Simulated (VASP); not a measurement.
# GdO (F-43m) in VASP: settings compared

The runs below take GdO through electric field gradients, with PBEsol, r2SCAN.

Everything below comes from runs of VASP 6.6.1. Logs are shortened: lines on timing, memory, paths and dates and some standing lists are left out, and cuts for length are marked.

### 1 The cell of the first run

It takes space group F-43m (No. 216, cubic). Conventional cell: a = 5.283 Å, b = 5.283 Å, c = 5.283 Å, α = 90.00°, β = 90.00°, γ = 90.00°. Gd (site symmetry -43m) has 4 O at 2.29 Å within 3.0 Å. Within 3.0 Å of O (site symmetry -43m) lie 4 Gd at 2.29 Å.

### 2 Electric field gradients, PBEsol, collinear spin, ferromagnetic start (18.43 Å³/atom)

INCAR reads:

```
PREC = Accurate
ENCUT = 520
EDIFF = 1E-8
ISMEAR = -1
SIGMA = 0.08
LREAL = False
LASPH = True
NELM = 150
ALGO = Normal
ISIF = 2
LWAVE = False
LCHARG = False
ISPIN = 2
MAGMOM = 7 0
LORBIT = 11
LMAXMIX = 6
GGA = PS
LEFG = True
NBANDS = 23
```

KPOINTS reads:

```
Automatic mesh
0
Gamma
  13 13 13
```

POSCAR reads:

```
GdO
1.0
    0.0000000000      2.6415636100      2.6415636100
    2.6415636100      0.0000000000      2.6415636100
    2.6415636100      2.6415636100      0.0000000000
Gd O
1 1
Direct
    0.0000000000      0.0000000000      0.0000000000
    0.7500000000      0.7500000000      0.7500000000
```

Potentials or basis: VASP PAW PBE potentials, release 64 (Gd, O).

On the command line:

```bash
cat potpaw_PBE.64/Gd/POTCAR potpaw_PBE.64/O/POTCAR > POTCAR
mpirun -np 1 vasp_std > vasp.out
```

OUTCAR:

```text
PREC = Accurate
   ENCUT = 520
   EDIFF = 1E-8
   ISMEAR = -1
   LREAL = False
   LASPH = True
   NELM = 150
   ISIF = 2
   ISPIN = 2
   LORBIT = 11
   GGA = PS

 ion  position               nearest neighbor table
   1  0.000  0.000  0.000-   2 2.29   2 2.29   2 2.29   2 2.29
   2  0.750  0.750  0.750-   1 2.29   1 2.29   1 2.29   1 2.29

  LATTYP: Found a face centered cubic cell.
 ALAT       =     5.2831272200

  Lattice vectors:

 A1 = (   0.0000000000,   2.6415636100,   2.6415636100)
 A2 = (   2.6415636100,   0.0000000000,   2.6415636100)
 A3 = (   2.6415636100,   2.6415636100,   0.0000000000)

Analysis of symmetry for initial positions (statically):
=====================================================================
 Subroutine PRICEL returns:
 Original cell was already a primitive cell.

 Routine SETGRP: Setting up the symmetry group for a
 face centered cubic supercell.

 Subroutine GETGRP returns: Found 24 space group operations
 (whereof 24 operations were pure point group operations)
 out of a pool of 48 trial point group operations.

The static configuration has the point symmetry T_d .

Analysis of symmetry for dynamics (positions and initial velocities):
=====================================================================
 Subroutine PRICEL returns:
 Original cell was already a primitive cell.

 Routine SETGRP: Setting up the symmetry group for a
 face centered cubic supercell.

 Subroutine GETGRP returns: Found 24 space group operations
 (whereof 24 operations were pure point group operations)
 out of a pool of 48 trial point group operations.

The dynamic configuration has the point symmetry T_d .

Analysis of structural, dynamic, and magnetic symmetry:
=====================================================================
 Subroutine PRICEL returns:
 Original cell was already a primitive cell.

 Routine SETGRP: Setting up the symmetry group for a
 face centered cubic supercell.

 Subroutine GETGRP returns: Found 24 space group operations
 (whereof 24 operations were pure point group operations)
 out of a pool of 48 trial point group operations.

The overall configuration has the point symmetry T_d .

[... 778 lines left out ...]
 [... further k-points ...]

 spin component 2

 k-point     1 :       0.0000    0.0000    0.0000
  band No.  band energies     occupation
      1     -37.8098      1.00000
      2     -15.8894      1.00000
      3     -15.8894      1.00000
      4     -15.8894      1.00000
      5     -15.2676      1.00000
      6      -1.5648      1.00000
[... 613 lines left out ...]
     22      13.7010      0.00000
     23      18.2792      0.00000

 [... further k-points ...]

------------------------ aborting loop because EDIFF is reached ----------------------------------------

  FORCE on cell =-STRESS in cart. coord.  units (eV):
  Direction    XX          YY          ZZ          XY          YZ          ZX
  --------------------------------------------------------------------------------------
  -------------------------------------------------------------------------------------
  Total        0.4918149      0.4918149      0.4918149      0.0000000     -0.0000000      0.0000000
  in kB       21.3746510     21.3746510     21.3746510      0.0000000     -0.0000000      0.0000000
  external PRESSURE =      21.3746510 kB  Pullay stress =       0.0000000 kB

 VOLUME and BASIS-vectors are now :
 -----------------------------------------------------------------------------
  energy-cutoff  :      520.00
  volume of cell :       36.86
      direct lattice vectors                 reciprocal lattice vectors
     0.000000000  2.641563610  2.641563610    -0.189281832  0.189281832  0.189281832
     2.641563610  0.000000000  2.641563610     0.189281832 -0.189281832  0.189281832
     2.641563610  2.641563610  0.000000000     0.189281832  0.189281832 -0.189281832

 POSITION                                       TOTAL-FORCE (eV/Angst)
 -----------------------------------------------------------------------------------
      0.00000      0.00000      0.00000        -0.000000     -0.000000     -0.000000
      3.96235      3.96235      3.96235         0.000000      0.000000      0.000000
 -----------------------------------------------------------------------------------
    total drift:                                0.000000      0.000000      0.000000

  FREE ENERGIE OF THE ION-ELECTRON SYSTEM (eV)
  ---------------------------------------------------
  free  energy   TOTEN  =       -22.7274541336 eV

  energy  without entropy=      -22.6831226793  energy(sigma->0) =      -22.70528841

 Electric field gradients (V/A^2)
---------------------------------------------------------------------
 ion       V_xx      V_yy      V_zz      V_xy      V_xz      V_yz
---------------------------------------------------------------------
   1       0.000    -0.000    -0.000     0.002     0.002     0.002
   2      -0.000    -0.000    -0.000     0.002     0.002     0.002
---------------------------------------------------------------------

 Electric field gradients after diagonalization (V/A^2)
 (convention: |V_zz| > |V_xx| > |V_yy|)
----------------------------------------------------------------------
 ion       V_xx      V_yy      V_zz     asymmetry (V_yy - V_xx)/ V_zz
----------------------------------------------------------------------
   1      -0.002    -0.002     0.004       0.000
   2      -0.002    -0.002     0.004       0.000
----------------------------------------------------------------------

           NMR quadrupolar parameters

 Cq : quadrupolar parameter    Cq=e*Q*V_zz/h
 eta: asymmetry parameters     (V_yy - V_xx)/ V_zz
 Q  : nuclear electric quadrupole moment in mb (millibarn)
----------------------------------------------------------------------
 ion       Cq(MHz)       eta       Q (mb)
----------------------------------------------------------------------
   1       0.000       0.000       1.000
   2       0.000       0.000       1.000
----------------------------------------------------------------------

 total charge

# of ion       s       p       d       f       tot
--------------------------------------------------
    1        2.034   5.624   0.513   7.085  15.256
    2        1.567   3.432   0.000   0.000   4.999
--------------------------------------------------
tot          3.601   9.056   0.513   7.085  20.256

 magnetization (x)

# of ion       s       p       d       f       tot
--------------------------------------------------
    1        0.001  -0.046   0.178   6.717   6.850
    2        0.001  -0.032   0.000   0.000  -0.031
--------------------------------------------------
tot          0.002  -0.078   0.178   6.717   6.819
```

Wall time 7.6 min (1 thread of Intel Xeon 8259CL, shared host); peak memory 0.27 GiB.

What came out:

```
Free energy                                           : -22.7275 eV
Pressure                                              : 2.1 GPa
Net moment                                            : 7.47 μB per cell
Site moments                                          : Gd +6.85; O -0.03 μB
Largest electric field gradient by atom               : under 0.05 V/Å² on every atom
Valence electrons inside the program's atomic spheres : Gd 15.26; O 5.00
```

Caveat: the PAW data sets were made with another functional, which shifts forces and pressure a little; spin-orbit coupling is left out, which moves the levels of the heavy elements; a cell with one magnetic atom can't hold antiferromagnetic order, which such compounds often take; semilocal functionals describe open f shells poorly, which spoils levels, moments and volumes. With open d or f shells a metallic result of PBEsol can be an artefact of self-interaction; +U or a hybrid may open a gap.

### 3 Electric field gradients, r2SCAN, collinear spin, ferromagnetic start

This run uses another cell than the first one, of 19.60 Å³/atom.

POSCAR reads:

```
GdO
1.0
    0.0000000000      2.6961340000      2.6961340000
    2.6961340000      0.0000000000      2.6961340000
    2.6961340000      2.6961340000      0.0000000000
Gd O
1 1
Direct
    0.0000000000      0.0000000000      0.0000000000
    0.7500000000      0.7500000000      0.7500000000
```

INCAR.step1 reads:

```
SYSTEM = GdO
PREC = Accurate
ENCUT = 520
ISMEAR = -1
SIGMA = 0.08
LREAL = .False.
LASPH = .True.
NELM = 150
ISPIN = 2
MAGMOM = 7 0
LMAXMIX = 6
NBANDS = 23
GGA = PE
ALGO = Normal
EDIFF = 1E-4
LWAVE = .True.
LCHARG = .False.
```

INCAR.step2 reads:

```
SYSTEM = GdO
PREC = Accurate
ENCUT = 520
EDIFF = 1E-8
ISMEAR = -1
SIGMA = 0.08
LREAL = .False.
LASPH = .True.
NELM = 150
ALGO = Normal
ISIF = 2
LWAVE = .False.
LCHARG = .False.
ISPIN = 2
MAGMOM = 7 0
LORBIT = 11
LMAXMIX = 6
METAGGA = R2SCAN
LMIXTAU = .True.
LEFG = .True.
NBANDS = 23
ISTART = 1
```

KPOINTS reads:

```
regular mesh
0
Gamma
  13 13 13
  0 0 0
```

Potentials or basis: VASP PAW PBE potentials, release 64 (Gd, O).

On the command line:

```bash
cat potpaw_PBE.64/Gd/POTCAR potpaw_PBE.64/O/POTCAR > POTCAR
cp INCAR.step1 INCAR
mpirun -np 1 vasp_std > vasp.out
cp INCAR.step2 INCAR
mpirun -np 1 vasp_std > vasp.out
```

OUTCAR:

```text
SYSTEM = GdO
   PREC = Accurate
   ENCUT = 520
   EDIFF = 1E-8
   ISMEAR = -1
   LREAL = .False.
   LASPH = .True.
   NELM = 150
   ISIF = 2
   ISPIN = 2
   LORBIT = 11
   METAGGA = R2SCAN
   ISTART = 1

 ion  position               nearest neighbor table
   1  0.000  0.000  0.000-   2 2.33   2 2.33   2 2.33   2 2.33
   2  0.750  0.750  0.750-   1 2.33   1 2.33   1 2.33   1 2.33

  LATTYP: Found a face centered cubic cell.
 ALAT       =     5.3922680000

  Lattice vectors:

 A1 = (   0.0000000000,   2.6961340000,   2.6961340000)
 A2 = (   2.6961340000,   0.0000000000,   2.6961340000)
 A3 = (   2.6961340000,   2.6961340000,   0.0000000000)

Analysis of symmetry for initial positions (statically):
=====================================================================
 Subroutine PRICEL returns:
 Original cell was already a primitive cell.

 Routine SETGRP: Setting up the symmetry group for a
 face centered cubic supercell.

 Subroutine GETGRP returns: Found 24 space group operations
 (whereof 24 operations were pure point group operations)
 out of a pool of 48 trial point group operations.

The static configuration has the point symmetry T_d .

Analysis of symmetry for dynamics (positions and initial velocities):
=====================================================================
 Subroutine PRICEL returns:
[... 1436 lines left out ...]
  Direction    XX          YY          ZZ          XY          YZ          ZX
  --------------------------------------------------------------------------------------
  -------------------------------------------------------------------------------------
  Total       -0.4664625     -0.4664625     -0.4664625      0.0000000     -0.0000000      0.0000000
  in kB      -19.0665857    -19.0665857    -19.0665857      0.0000000     -0.0000000      0.0000000
  external PRESSURE =     -19.0665857 kB  Pullay stress =       0.0000000 kB

 VOLUME and BASIS-vectors are now :
 -----------------------------------------------------------------------------
  energy-cutoff  :      520.00
  volume of cell :       39.20
      direct lattice vectors                 reciprocal lattice vectors
     0.000000000  2.696134000  2.696134000    -0.185450723  0.185450723  0.185450723
     2.696134000  0.000000000  2.696134000     0.185450723 -0.185450723  0.185450723
     2.696134000  2.696134000  0.000000000     0.185450723  0.185450723 -0.185450723

 POSITION                                       TOTAL-FORCE (eV/Angst)
 -----------------------------------------------------------------------------------
      0.00000      0.00000      0.00000         0.000000     -0.000000      0.000000
      4.04420      4.04420      4.04420        -0.000000      0.000000     -0.000000
 -----------------------------------------------------------------------------------
    total drift:                               -0.000000     -0.000000     -0.000000

  FREE ENERGIE OF THE ION-ELECTRON SYSTEM (eV)
  ---------------------------------------------------
  free  energy   TOTEN  =       -52.8980111006 eV

  energy  without entropy=      -52.8870715006  energy(sigma->0) =      -52.89254130

 Electric field gradients (V/A^2)
---------------------------------------------------------------------
 ion       V_xx      V_yy      V_zz      V_xy      V_xz      V_yz
---------------------------------------------------------------------
   1       0.000    -0.000     0.000     0.002     0.002     0.002
   2      -0.000     0.000     0.000     0.004     0.004     0.004
---------------------------------------------------------------------

 Electric field gradients after diagonalization (V/A^2)
 (convention: |V_zz| > |V_xx| > |V_yy|)
----------------------------------------------------------------------
 ion       V_xx      V_yy      V_zz     asymmetry (V_yy - V_xx)/ V_zz
----------------------------------------------------------------------
   1      -0.002    -0.002     0.004       0.000
   2      -0.004    -0.004     0.007       0.000
----------------------------------------------------------------------

           NMR quadrupolar parameters

 Cq : quadrupolar parameter    Cq=e*Q*V_zz/h
 eta: asymmetry parameters     (V_yy - V_xx)/ V_zz
 Q  : nuclear electric quadrupole moment in mb (millibarn)
----------------------------------------------------------------------
 ion       Cq(MHz)       eta       Q (mb)
----------------------------------------------------------------------
   1       0.000       0.000       1.000
   2       0.000       0.000       1.000
----------------------------------------------------------------------

 total charge

# of ion       s       p       d       f       tot
--------------------------------------------------
    1        2.037   5.667   0.486   6.981  15.172
    2        1.571   3.465   0.000   0.000   5.036
--------------------------------------------------
tot          3.608   9.132   0.486   6.981  20.208

 magnetization (x)

# of ion       s       p       d       f       tot
--------------------------------------------------
    1        0.000  -0.103   0.202   6.884   6.983
    2        0.006   0.017   0.000   0.000   0.023
--------------------------------------------------
tot          0.006  -0.086   0.202   6.884   7.006
```

Wall time 15 min (1 thread of Intel Xeon Platinum 8259CL at 2.50GHz (Skylake/Cascade Lake), shared host); peak memory 0.29 GiB.

What came out:

```yaml
Free_energy: -52.8980 eV
Pressure: -1.9 GPa
Net_moment: 7.92 μB per cell
Site_moments: Gd +6.98; O +0.02 μB
Largest_electric_field_gradient_by_atom: under 0.05 V/Å² on every atom
Valence_electrons_inside_the_program's_atomic_spheres: Gd 15.17; O 5.04
```

Caveat: the PAW data sets were made with another functional, which shifts forces and pressure a little; spin-orbit coupling is left out, which moves the levels of the heavy elements; a cell with one magnetic atom can't hold antiferromagnetic order, which such compounds often take; semilocal functionals describe open f shells poorly, which spoils levels, moments and volumes.
